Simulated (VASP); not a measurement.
Wanted: the native input for a VASP 6.6.1 run.

| Quantity | Value |
| --- | --- |
| Task | single point |
| Functional | LDA |
| Potentials or basis | VASP PAW LDA potentials, release 64 (Ni, O) |
| Cutoff | 600 eV |
| k mesh | 7 × 7 × 7 |
| Occupations | fermi-dirac, width 0.1 eV |
| Spin | collinear spin, ferromagnetic start |
| Starting moments | [1.0, 0.0, 0.0] μB |
| Hubbard terms | Ni d U = 5.0 eV |
| Dipole correction | no |
| Further INCAR settings | ALGO = Normal; EDIFF = 1e-06; NBANDS = 22 |

The structure of NiO2 lies in POSCAR:

```
NiO2
1.0
    1.4021290000      0.8095195556      6.9742946667
   -1.4021290000      0.8095195556      6.9742946667
    0.0000000000     -1.6190391112      6.9742946667
Ni O
1 2
Direct
    0.0000000000      0.0000000000      0.0000000000
    0.6212106667      0.6212106667      0.6212106667
    0.3787893333      0.3787893333      0.3787893333
```

The input as run:

INCAR

```
SYSTEM = NiO2
  PREC = Accurate
  ENCUT = 600
  EDIFF = 1E-6
  ISMEAR = -1
  SIGMA = 0.1
  LREAL = .FALSE.
  LASPH = .TRUE.
  NELM = 200
  ALGO = Normal
  ISIF = 2
  LWAVE = .FALSE.
  LCHARG = .FALSE.
  ISPIN = 2
  MAGMOM = 1 0 0
  LORBIT = 11
  LMAXMIX = 4
  LDAU = .TRUE.
  LDAUTYPE = 2
  LDAUL = 2 -1
  LDAUU = 5 0
  LDAUJ = 0 0
  LDAUPRINT = 1
  GGA = CA
  NBANDS = 22
  GGA_COMPAT = .FALSE.
```

KPOINTS

```
regular mesh
0
G
  7 7 7
  0 0 0
```

Potentials or basis: VASP PAW LDA potentials, release 64 (Ni, O).

Run with:

```sh
$ cat potpaw_LDA.64/Ni/POTCAR potpaw_LDA.64/O/POTCAR > POTCAR
$ mpirun -np 1 vasp_std > vasp.out
```

It gave:

- Pressure: -12.1 GPa
- Largest force: 1.231 eV/Å
- Band gap on the k mesh: 1.66 eV (least direct gap 1.83 eV)
- Net moment: 0.00 μB per cell
- Valence electrons inside the program's atomic spheres: Ni 9.64; O 4.87

Caveat: the stress differs along the axes, from -14 to -8 GPa; the moments typed at the start vanished in this run; forces of over 1 eV/Å act on the atoms, so gaps and moduli don't describe the material at rest.

Wall time 10 min on 1 thread of Intel(R) Xeon(R) Platinum 8259CL CPU @ 2.50GHz (Skylake/Cascade Lake), with other jobs on the host, peak memory 0.43 GiB.
